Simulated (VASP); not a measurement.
# K8Ta8O25 (a cell with a defect) in VASP: single point with PBEsol

Aim: the single point of K8Ta8O25 (a cell with a defect) with PBEsol.

Program: VASP 6.6.1. These are calculated values, not measurements. Logs are shortened: lines on timing, memory, paths and dates and some standing lists are left out, and cuts for length are marked.

### Step 1. The cell of the first run

The cell holds a defect, 41 atoms: a = 7.971 Å, b = 7.971 Å, c = 7.971 Å, α = 90.00°, β = 90.00°, γ = 90.00°.

### Step 2. Single point, PBEsol

Contents of INCAR:

```
SYSTEM = K8Ta8O25
ALGO     = Normal         ! electronic algorithm
EDIFF    = 1E-6           ! SCF threshold, eV
ENCUT    = 520            ! plane-wave cutoff, eV
GGA      = PS             ! functional
ISIF     = 2              ! what is computed and relaxed
ISMEAR   = -1             ! smearing method
ISYM     = 0            
LASPH    = .True.         ! aspherical terms in the spheres
LCHARG   = .False.        ! write CHGCAR
LREAL    = Auto         
LWAVE    = .False.        ! write WAVECAR
NBANDS   = 181            ! bands
NELECT   = 312.0        
NELM     = 100            ! most SCF steps
PREC     = Accurate       ! precision mode
SIGMA    = 0.05           ! smearing width, eV
```

Contents of KPOINTS:

```
Automatic mesh
0
Gamma
  1 1 1
  0.25 0.25 0.25
```

Contents of POSCAR:

```
K8Ta8O25
1.0
    7.9708780000      0.0000000000      0.0000000000
    0.0000000000      7.9708780000      0.0000000000
    0.0000000000      0.0000000000      7.9708780000
K Ta O
8 8 25
Direct
    0.0143430000      0.9829450000      0.0014150000
    0.9838580000      0.0091300000      0.5024130000
    0.0145030000      0.5055810000      0.0017690000
    0.9831150000      0.4792610000      0.5019850000
    0.4860250000      0.9827670000      0.0015550000
    0.5167710000      0.0089310000      0.5018820000
    0.4862860000      0.5049540000      0.0018530000
    0.5162190000      0.4792230000      0.5013730000
    0.2503000000      0.2445790000      0.2494570000
    0.2498910000      0.2433560000      0.7532760000
    0.2501320000      0.7449440000      0.2999320000
    0.2519000000      0.7425390000      0.7292020000
    0.7503220000      0.2441680000      0.2476660000
    0.7497880000      0.2445220000      0.7554810000
    0.7503510000      0.7442500000      0.2519240000
    0.7513170000      0.7444390000      0.7493550000
    0.2498500000      0.2441800000      0.0015240000
    0.2498650000      0.2442150000      0.4995390000
    0.2483240000      0.7442460000      0.9744780000
    0.2501790000      0.8799770000      0.5037770000
    0.7498970000      0.2438200000      0.0008940000
    0.7499820000      0.2440070000      0.5006590000
    0.7495230000      0.7439310000      0.0001390000
    0.7492210000      0.7439000000      0.4978890000
    0.9963890000      0.2442450000      0.2501160000
    0.9963280000      0.2443410000      0.7518720000
    0.9998850000      0.7442070000      0.2612540000
    0.9955450000      0.7437960000      0.7341010000
    0.5038690000      0.2437100000      0.2498700000
    0.5036370000      0.2439330000      0.7515500000
    0.4994760000      0.7441980000      0.2604680000
    0.5040840000      0.7435000000      0.7342480000
    0.2496560000      0.9984310000      0.2316720000
    0.2505890000      0.0024760000      0.7699180000
    0.2504180000      0.4894590000      0.2299990000
    0.2509030000      0.4862370000      0.7690710000
    0.7501600000      0.9936490000      0.2478500000
    0.7499130000      0.9938880000      0.7529020000
    0.7500130000      0.4944480000      0.2477730000
    0.7499810000      0.4939710000      0.7530070000
    0.2491110000      0.6080560000      0.5024200000
```

Potentials or basis: VASP PAW PBE potentials, release 64 (K_sv, Ta_pv, O).

Command:

```console
$ cat potpaw_PBE.64/K_sv/POTCAR potpaw_PBE.64/Ta_pv/POTCAR potpaw_PBE.64/O/POTCAR > POTCAR
$ mpirun -np 1 vasp_std > vasp.out
```

OUTCAR:

```text
SYSTEM = K8Ta8O25
   EDIFF = 1E-6
   ENCUT = 520
   GGA = PS
   ISIF = 2
   ISMEAR = -1
   ISYM = 0
   LASPH = .True.
   LREAL = Auto
   NELECT = 312.0
   NELM = 100
   PREC = Accurate

 ion  position               nearest neighbor table
   1  0.014  0.983  0.001-  33 2.63  34 2.64  19 2.67  17 2.80  27 2.81  23 2.84  28 2.86  25 2.88
                            37 2.88  26 2.88  10 3.43   9 3.43  12 3.46  15 3.47  16 3.47  13 3.55
   2  0.984  0.009  0.502-  20 2.36  22 2.64  38 2.73  26 2.73  25 2.75  37 2.76  28 2.81  24 2.82
                            18 2.83  27 2.86  14 3.33  13 3.33  11 3.40  16 3.43  15 3.45  10 3.46
   3  0.015  0.506  0.002-  35 2.62  36 2.65  19 2.67  17 2.80  27 2.81  23 2.84  28 2.86  25 2.88
                            39 2.88  26 2.89   9 3.43  10 3.44  12 3.45  15 3.47  16 3.47  13 3.55
   4  0.983  0.479  0.502-  41 2.36  22 2.64  40 2.73  26 2.74  25 2.75  39 2.75  28 2.81  24 2.82
                            18 2.83  27 2.86  14 3.32  13 3.33  11 3.41  16 3.43  15 3.45  10 3.47
   5  0.486  0.983  0.002-  33 2.63  34 2.64  19 2.69  17 2.81  31 2.81  23 2.83  32 2.86  29 2.87
                            37 2.88  30 2.89  10 3.43   9 3.43  12 3.44  15 3.47  16 3.48  14 3.55
   6  0.517  0.009  0.502-  20 2.36  22 2.64  38 2.73  30 2.73  29 2.75  37 2.75  24 2.81  32 2.81
                            18 2.84  31 2.86  14 3.33  13 3.33  11 3.40  16 3.44  15 3.45  10 3.47
   7  0.486  0.505  0.002-  35 2.62  36 2.64  19 2.70  17 2.81  31 2.81  23 2.83  32 2.86  29 2.87
                            39 2.88  30 2.89   9 3.43  12 3.44  10 3.44  15 3.47  16 3.49  14 3.55
   8  0.516  0.479  0.501-  41 2.36  22 2.64  30 2.74  40 2.74  29 2.75  39 2.75  32 2.81  24 2.81
                            18 2.83  31 2.86  14 3.33  13 3.33  11 3.40  16 3.45  15 3.45   9 3.47
   9  0.250  0.245  0.249-  35 1.96  33 1.97  17 1.98  18 1.99  29 2.02  25 2.02   7 3.43   3 3.43
[... 4 lines left out ...]
                             2 3.40   8 3.40   4 3.41  12 3.42   5 3.58   1 3.58   3 3.58   7 3.58
  12  0.252  0.743  0.729-  19 1.96  32 2.01  28 2.04  36 2.07  34 2.10  41 2.10  20 2.10  11 3.42
                             7 3.44   5 3.44   3 3.45   1 3.46   8 3.48   6 3.50   4 3.50   2 3.51
  13  0.750  0.244  0.248-  25 1.96  29 1.96  21 1.97  39 1.99  37 2.00  22 2.02   4 3.33   8 3.33
                             6 3.33   2 3.33   7 3.55   1 3.55   3 3.55   5 3.55
  14  0.750  0.245  0.755-  21 1.96  30 1.96  26 1.97  40 1.99  38 2.00  22 2.03   4 3.32   6 3.33
                             8 3.33   2 3.33   7 3.55   5 3.55   3 3.55   1 3.55
  15  0.750  0.744  0.252-  24 1.96  37 1.99  27 1.99  39 1.99  31 2.00  23 2.01   4 3.45   6 3.45
                             8 3.45   2 3.45   3 3.47   1 3.47   5 3.47   7 3.47
  16  0.751  0.744  0.749-  28 1.95  32 1.97  38 1.99  40 2.00  23 2.00  24 2.00   2 3.43   4 3.43
                             6 3.44   8 3.45   1 3.47   3 3.47   5 3.48   7 3.49
  17  0.250  0.244  0.002-   9 1.98  10 1.98   1 2.80   3 2.80   7 2.81   5 2.81
  18  0.250  0.244  0.500-   9 1.99  10 2.02   2 2.83   8 2.83   4 2.83   6 2.84
  19  0.248  0.744  0.974-  12 1.96  11 2.59   3 2.67   1 2.67   5 2.69   7 2.70
  20  0.250  0.880  0.504-  11 1.95  12 2.10   2 2.36   6 2.36
  21  0.750  0.244  0.001-  14 1.96  13 1.97
  22  0.750  0.244  0.501-  13 2.02  14 2.03   6 2.64   4 2.64   2 2.64   8 2.64
  23  0.750  0.744  0.000-  16 2.00  15 2.01   7 2.83   5 2.83   3 2.84   1 2.84
  24  0.749  0.744  0.498-  15 1.96  16 2.00   6 2.81   8 2.81   4 2.82   2 2.82
  25  0.996  0.244  0.250-  13 1.96   9 2.02   4 2.75   2 2.75   3 2.88   1 2.88
  26  0.996  0.244  0.752-  14 1.97  10 2.02   2 2.73   4 2.74   1 2.88   3 2.89
  27  1.000  0.744  0.261-  15 1.99  11 2.02   3 2.81   1 2.81   4 2.86   2 2.86
  28  0.996  0.744  0.734-  16 1.95  12 2.04   4 2.81   2 2.81   3 2.86   1 2.86
  29  0.504  0.244  0.250-  13 1.96   9 2.02   6 2.75   8 2.75   5 2.87   7 2.87
  30  0.504  0.244  0.752-  14 1.96  10 2.02   6 2.73   8 2.74   5 2.89   7 2.89
  31  0.499  0.744  0.260-  15 2.00  11 2.01   5 2.81   7 2.81   8 2.86   6 2.86
  32  0.504  0.743  0.734-  16 1.97  12 2.01   8 2.81   6 2.81   7 2.86   5 2.86
  33  0.250  0.998  0.232-   9 1.97  11 2.09   1 2.63   5 2.63
  34  0.251  0.002  0.770-  10 1.92  12 2.10   5 2.64   1 2.64
  35  0.250  0.489  0.230-   9 1.96  11 2.11   7 2.62   3 2.62
  36  0.251  0.486  0.769-  10 1.94  12 2.07   7 2.64   3 2.65
  37  0.750  0.994  0.248-  15 1.99  13 2.00   6 2.75   2 2.76   5 2.88   1 2.88
  38  0.750  0.994  0.753-  16 1.99  14 2.00   6 2.73   2 2.73
  39  0.750  0.494  0.248-  15 1.99  13 1.99   4 2.75   8 2.75   7 2.88   3 2.88
  40  0.750  0.494  0.753-  14 1.99  16 2.00   4 2.73   8 2.74
  41  0.249  0.608  0.502-  11 1.95  12 2.10   4 2.36   8 2.36

IMPORTANT INFORMATION: All symmetrisations will be switched off!
NOSYMM: (Re-)initialisation of all symmetry stuff for point group C_1.

----------------------------------------------------------------------------------------

                                     Primitive cell

  volume of cell :     506.4289

  direct lattice vectors                    reciprocal lattice vectors
     7.970878000  0.000000000  0.000000000     0.125456694  0.000000000  0.000000000
     0.000000000  7.970878000  0.000000000     0.000000000  0.125456694  0.000000000
     0.000000000  0.000000000  7.970878000     0.000000000  0.000000000  0.125456694

[... 109 lines left out ...]
     0.250000000  0.250000000  0.250000000

 Subroutine IBZKPT returns following result:
 ===========================================

 Found      4 irreducible k-points:

 Following reciprocal coordinates:
            Coordinates               Weight
  0.250000  0.250000  0.250000      2.000000
 -0.250000  0.250000  0.250000      2.000000
 -0.250000 -0.250000  0.250000      2.000000
  0.250000 -0.250000  0.250000      2.000000
   k-points           NKPTS =      4   k-points in BZ     NKDIM =      4   number of bands    NBANDS=    181
   number of dos      NEDOS =    301   number of ions     NIONS =     41
   total plane-waves  NPLWV = 216000
   dimension x,y,z NGX =    60 NGY =   60 NGZ =   60
   dimension x,y,z NGXF=   120 NGYF=  120 NGZF=  120
   ions per type =               8   8  25
   NGX,Y,Z   is equivalent  to a cutoff of  12.51, 12.51, 12.51 a.u.
   NGXF,Y,Z  is equivalent  to a cutoff of  25.03, 25.03, 25.03 a.u.
 SYSTEM =  K8Ta8O25
   PREC   = accura    normal or accurate (medium, high low for compatibility)
   ISTART =      0    job   : 0-new  1-cont  2-samecut
   ICHARG =      2    charge: 1-file 2-atom 10-const
   ISPIN  =      1    spin polarized calculation?
   LNONCOLLINEAR =      F non collinear calculations
   LSORBIT =      F    spin-orbit coupling
   LASPH  =      T    aspherical Exc in radial PAW
   ENCUT  =  520.0 eV  38.22 Ry    6.18 a.u.  14.82 14.82 14.82*2*pi/ulx,y,z
   NELM   =    100;   NELMIN=  2; NELMDL= -5     # of ELM steps
   EDIFF  = 0.1E-05   stopping-criterion for ELM
   LREAL  =      T    real-space projection
   EDIFFG = 0.1E-04   stopping-criterion for IOM
   NSW    =      0    number of steps for IOM
   IBRION =     -1    ionic relax: 0-MD 1-quasi-New 2-CG
   NFREE  =      0    steps in history (QN), initial steepest desc. (CG)
   ISIF   =      2    stress and relaxation
   ISYM   =      0    0-nonsym 1-usesym 2-fastsym
   POTIM  = 0.5000    time-step for ionic-motion
   TEBEG  =    0.0;   TEEND  =   0.0 temperature during run
   PSTRESS=    0.0 pullay stress
   NELECT =     312.0000    total number of electrons
   NUPDOWN=      -1.0000    fix difference up-down
   EMIN   =  10.00;   EMAX   =-10.00  energy-range for DOS
   EFERMI =   0.00;   METHOD = LEGACY
   ISMEAR =    -1;   SIGMA  =   0.05  broadening in eV -4-tet -1-fermi 0-gaus
   EFERMI_NEDOS =   21; number of points for ismear=-14 and -15
   IALGO  =     38    algorithm
   IMIX   =      4    mixing-type and parameters
     AMIX     =   0.40;   BMIX     =  1.00
     AMIX_MAG =   1.60;   BMIX_MAG =  1.00
  volume/ion in A,a.u.               =      12.35        83.35
  Fermi-wavevector in a.u.,A,eV,Ry     =   1.393008  2.632403 26.401705  1.940471
  Thomas-Fermi vector in A             =   2.516695
   LORBIT       =      0    0 simple, 1 ext, 2 COOP (PROOUT), +10 PAW based schemes
   GGA     = PS    functional components
   LHFCALC =     F    Hartree Fock is set to
   AEXX    =    0.0000 exact exchange contribution
   IVDW    =     0    specifies the selected vdW correction
   LEPSILON=     F    determine dielectric tensor
   LRPA    =     F    only Hartree local field effects (RPA)
 non-spin polarized calculation
  energy-cutoff  :      520.00
  volume of cell :      506.43
 maximum number of plane-waves:     13601
   NGX = 29   NGY = 29   NGZ = 29

 number of electron     311.9999954 magnetization

 Free energy of the ion-electron system (eV)
  ---------------------------------------------------
  ext. energy  EPLUGINS =         0.00000000
  ---------------------------------------------------
  free energy    TOTEN  =      -339.59780496 eV

  energy without entropy =     -339.59780222  energy(sigma->0) =     -339.59780359

 E-fermi :   3.7715     XC(G=0): -11.3035

 val. band max:        3.0796272327   @ k =  -0.2500  -0.2500   0.2500
 cond. band min:       4.4667057379   @ k =  -0.2500  -0.2500   0.2500
 fundamental gap:      1.3870785052
 Fermi energy:         3.7714640085

 k-point     1 :       0.2500    0.2500    0.2500
  band No.  band energies     occupation
      1     -32.6145      2.00000
      2     -32.6084      2.00000
      3     -32.6037      2.00000
      4     -32.5675      2.00000
      5     -32.5553      2.00000
      6     -32.5456      2.00000
[... 673 lines left out ...]
    167       6.4658      0.00000
    168       6.4934      0.00000
 [bands above 168 left out]

------------------------ aborting loop because EDIFF is reached ----------------------------------------

  FORCE on cell =-STRESS in cart. coord.  units (eV):
  Direction    XX          YY          ZZ          XY          YZ          ZX
  --------------------------------------------------------------------------------------
  -------------------------------------------------------------------------------------
  Total       24.4927974     27.4115398     21.2914099      0.0008346      0.1344588      0.0274257
  in kB       77.4872926     86.7212500     67.3591374      0.0026403      0.4253841      0.0867661
  external PRESSURE =      77.1892266 kB  Pullay stress =       0.0000000 kB

 VOLUME and BASIS-vectors are now :
 -----------------------------------------------------------------------------
  energy-cutoff  :      520.00
  volume of cell :      506.43
      direct lattice vectors                 reciprocal lattice vectors
     7.970878000  0.000000000  0.000000000     0.125456694  0.000000000  0.000000000
     0.000000000  7.970878000  0.000000000     0.000000000  0.125456694  0.000000000
     0.000000000  0.000000000  7.970878000     0.000000000  0.000000000  0.125456694

 POSITION                                       TOTAL-FORCE (eV/Angst)
 -----------------------------------------------------------------------------------
      0.11433      7.83493      0.01128        -0.021339      0.001367      0.009166
      7.84221      0.07277      4.00467        -0.020940      0.009142     -0.006395
      0.11560      4.02992      0.01410        -0.028238     -0.011754     -0.008600
      7.83629      3.82013      4.00126        -0.018119     -0.012702     -0.004792
      3.87405      7.83352      0.01239         0.017143     -0.001296      0.014973
      4.11912      0.07119      4.00044         0.014302      0.008822      0.000739
[... 33 lines left out ...]
      5.97801      3.93738      6.00213        -0.006583      0.014522      0.009674
      1.98563      4.84674      4.00473         0.023781     -0.073035      0.051051
 -----------------------------------------------------------------------------------
    total drift:                                0.001809      0.033201      0.023177

  FREE ENERGIE OF THE ION-ELECTRON SYSTEM (eV)
  ---------------------------------------------------
  free  energy   TOTEN  =      -339.5978049623 eV

  energy  without entropy=     -339.5978022177  energy(sigma->0) =     -339.59780359
```

It took 12 min on 1 thread of Intel Xeon Platinum 8259CL at 2.50GHz (Skylake/Cascade Lake), shared host; peak memory 0.62 GiB.

What came out:

```yaml
Free_energy: -339.5978 eV
Largest_force: 0.221 eV/Å
```

Forces in eV/Å, atoms in the order of the input:
```
K   -0.021  0.001  0.009
K   -0.021  0.009 -0.006
K   -0.028 -0.012 -0.009
K   -0.018 -0.013 -0.005
K    0.017 -0.001  0.015
K    0.014  0.009  0.001
K    0.021  0.013 -0.002
K    0.020 -0.007  0.012
Ta  -0.010 -0.002  0.023
Ta  -0.002  0.044 -0.035
Ta   0.001 -0.064 -0.212
Ta  -0.095  0.136 -0.018
Ta  -0.004 -0.007  0.013
Ta   0.001 -0.007 -0.031
Ta  -0.052 -0.007 -0.036
Ta  -0.040 -0.017 -0.003
O    0.004 -0.013 -0.002
O    0.005 -0.002  0.012
O    0.049 -0.017  0.107
O    0.015  0.034  0.079
O    0.003  0.004  0.004
O    0.002  0.002  0.006
O    0.025  0.006  0.005
O    0.016  0.005  0.022
O    0.023 -0.002 -0.012
O    0.044 -0.009  0.001
O    0.027 -0.008 -0.008
O    0.067  0.003 -0.004
O   -0.038  0.003  0.000
O   -0.026  0.008  0.011
O   -0.001  0.001  0.015
O   -0.014  0.011  0.003
O    0.008 -0.025 -0.043
O   -0.004 -0.125 -0.038
O   -0.005  0.078  0.045
O   -0.004  0.023  0.021
O    0.004  0.000 -0.006
O    0.002  0.006  0.013
O   -0.002 -0.003 -0.008
O   -0.007  0.015  0.010
O    0.024 -0.073  0.051
```

Caveat: the cell carries a net charge on a neutralising background, which shifts energy and pressure; the cell is charged against a uniform background, so pressure and absolute levels hang on convention; the PAW data sets were made with another functional, which shifts forces and pressure a little; spin-orbit coupling is left out, which moves the levels of the heavy elements.
